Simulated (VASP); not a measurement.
A run of VASP 6.6.1:

The input INCAR:

```
SYSTEM = ZnRe
ALGO = Normal
EDIFF = 1E-6
ENCUT = 520
GGA = PE
ISIF = 2
ISMEAR = -1
LASPH = .TRUE.
LCHARG = .FALSE.
LREAL = .FALSE.
LWAVE = .FALSE.
NBANDS = 16
NELM = 100
PREC = Accurate
SIGMA = 0.15
```

Contents of KPOINTS:

```
k-points
0
G
  7 7 4
  0 0 0
```

The input POSCAR:

```
ZnRe
1.0
    2.7482000000      0.0000000000      0.0000000000
   -1.3741000000      2.3800000000      0.0000000000
    0.0000000000      0.0000000000      4.4941000000
Zn Re
1 1
Direct
    0.0000000000      0.0000000000      0.0000000000
    0.3333333333      0.6666666667      0.5000000000
```

Potentials or basis: VASP PAW PBE potentials, release 64 (Zn, Re).

Command:

```bash
$ cat potpaw_PBE.64/Zn/POTCAR potpaw_PBE.64/Re/POTCAR > POTCAR
$ mpirun -np 1 vasp_std > vasp.out
```

Hardware: 1 thread of AMD EPYC 9R45 96-Core Processor (Zen 5), on a shared host.

Q: Estimate the wall time of this run.

A: It took 7.1 s on 1 thread of AMD EPYC 9R45 96-Core Processor (Zen 5) (shared host), peak memory 0.11 GiB. Counts: scf iterations 12, k points 24.
